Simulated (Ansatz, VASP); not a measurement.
**YLu2F3: VASP beside Ansatz**

File INCAR:

```
ALGO = Normal
EDIFF = 1E-7
ENCUT = 520
GGA = PE
ISIF = 2
ISMEAR = 0
LASPH = True
LCHARG = False
LREAL = False
LWAVE = False
NBANDS = 50
NELM = 80
PREC = Accurate
SIGMA = 0.1
```

KPOINTS

```
k-points
0
Gamma
  4 4 6
```

File POSCAR:

```
YLu2F3
1.0
    3.0937449400     -4.7177239600      0.0000000000
    3.0937449400      4.7177239600      0.0000000000
    0.0000000000      0.0000000000      3.0795038700
Y Lu F
1 2 3
Direct
    0.5000000000      0.5000000000      0.0000000000
    0.2156325000      0.7843675000      0.0000000000
    0.7843675000      0.2156325000      0.0000000000
    0.0000000000      0.0000000000      0.0000000000
    0.5000000000      0.0000000000      0.5000000000
    0.0000000000      0.5000000000      0.5000000000
```

Input for Ansatz:

```yaml
crystal:
  lattice:
    - [3.09374494, -4.71772396, 0.0]
    - [3.09374494, 4.71772396, 0.0]
    - [0.0, 0.0, 3.07950387]
  atoms:
    - { symbol: "Y", position: [0.5, 0.5, 0.0] }
    - { symbol: Lu, position: [0.2156325, 0.7843675, 0.0] }
    - { symbol: Lu, position: [0.7843675, 0.2156325, 0.0] }
    - { symbol: F, position: [0.0, 0.0, 0.0] }
    - { symbol: F, position: [0.5, 0.0, 0.5] }
    - { symbol: F, position: [0.0, 0.5, 0.5] }
basis:
  ecutwfc: 420
kpoints:
  mp_grid: { grid: [4, 4, 6] }
hamiltonian:
  xc: pbe
scf:
  occupations: { method: gaussian, width: 0.1 }
  lower_state_search: "off"
output:
  forces: true
  stress: true
  eigenvalues: true
```

Change from the starting cell: species swapped into the NaH2Pd3 type (Cmmm, No. 65).

Alike in both runs: task single point; functional PBE; k mesh 4 × 4 × 6; occupations gaussian, width 0.1 eV; no spin polarisation.

|  | VASP | Ansatz |
| --- | --- | --- |
| version | VASP 6.6.1 | Ansatz 0.2.0 |
| potentials or method | VASP PAW PBE potentials, release 64 (Y_sv, Lu, F), cutoff 520 eV | scalar-relativistic, plane waves, PAW |
| valence electrons in the cell | 82 | 82 |

```tsv
	VASP	Ansatz	Ansatz less VASP
gap on the k mesh at the Fermi level (eV)	none	none	-
rms of the force components (eV/Å)	0.178	0.149	-0.0295
```

Atom by atom the forces differ by 0.030 eV/Å (rms over components). A gap of «none» marks a metal or a gap that the smearing closes. The functional is the same, so the differences come from potentials, cutoffs and numerics.

Neither program's run includes spin-orbit coupling.
